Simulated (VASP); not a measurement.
Wanted: the native input for a VASP 6.6.1 run.

* Task: relaxation of the atoms
* Functional: LDA
* Potentials or basis: VASP PAW LDA potentials, release 64 (Al, O)
* Cutoff: 520 eV
* k mesh: 12 × 12 × 1
* Occupations: gaussian, width 0.1 eV
* Spin: no spin polarisation
* Dipole correction: yes
* Atoms held fixed (from 0): [0, 1, 2]
* Further INCAR settings: ALGO = Normal; EDIFF = 1e-06; IBRION = 2; EDIFFG = -0.025; NSW = 36
* Atoms held along some axes (from 0): atom 3 along a and b

The structure of Al3O lies in POSCAR:

```
Al3O
1.0
    2.8168432364      0.0000000000      0.0000000000
   -1.4084216182      2.4394578012      0.0000000000
    0.0000000000      0.0000000000     20.0321727773
Al O
3 1
Selective dynamics
Direct
    0.6666666667      0.3333333333      0.1996787889  F F F
    0.3333333333      0.6666666667      0.3128097090  F F F
    0.0000000000      0.0000000000      0.4259234818  F F F
    0.0000000000      0.0000000000      0.5197725126  F F T
```

The input as run:

INCAR

```
SYSTEM = Al3O
  PREC = Accurate
  ENCUT = 520
  EDIFF = 1E-6
  ISMEAR = 0
  SIGMA = 0.1
  LREAL = .False.
  LASPH = .True.
  NELM = 100
  ALGO = Normal
  ISIF = 2
  LWAVE = .False.
  LCHARG = .False.
  LDIPOL = .True.
  IDIPOL = 3
  DIPOL = 0.5 0.5 0.365
  IBRION = 2
  NSW = 36
  EDIFFG = -0.025
```

KPOINTS

```
regular mesh
0
Gamma
  12 12 1
  0 0 0
```

Potentials or basis: VASP PAW LDA potentials, release 64 (Al, O).

The run is started by

```console
$ cat potpaw_LDA.64/Al/POTCAR potpaw_LDA.64/O/POTCAR > POTCAR
$ mpirun -np 1 vasp_std > vasp.out
```

It gave:

```
Energy gained by relaxing : 104.2 meV/atom
Ionic steps               : 13
Band gap on the k mesh    : zero (an odd number of electrons rules out a gap without spin polarisation)
```

It took 2.3 min on 1 thread of AMD EPYC 7R13 Processor (Zen 3) (shared host), peak memory 0.2 GiB.
